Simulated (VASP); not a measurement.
Here is a VASP 6.6.1 calculation.

Contents of INCAR:

```
  ALGO = Normal
  EDIFF = 1E-6
  ENCUT = 520
  ISIF = 2
  ISMEAR = -1
  LASPH = True
  LCHARG = False
  LREAL = False
  LWAVE = False
  NBANDS = 12
  NELM = 100
  PREC = Accurate
  SIGMA = 0.1
```

KPOINTS

```
k-points
0
Gamma
  13 13 13
```

The input POSCAR:

```
Zn
1.0
    0.0000000000      2.0033148812      2.0033148812
    2.0033148812      0.0000000000      2.0033148812
    2.0033148812      2.0033148812      0.0000000000
Zn
1
Direct
    0.0000000000      0.0000000000      0.0000000000
```

Potentials or basis: VASP PAW LDA potentials, release 64 (Zn).

Command:

```sh
$ cat potpaw_LDA.64/Zn/POTCAR > POTCAR
$ mpirun -np 1 vasp_std > vasp.out
```

Problem. What does it give for the band gap on the k mesh?

Solution. Zero (band 6 reaches 3.57 eV, above the bottom of band 7 at 1.14 eV).

Problem. Estimate the pressure.

Solution. -10.6 GPa.
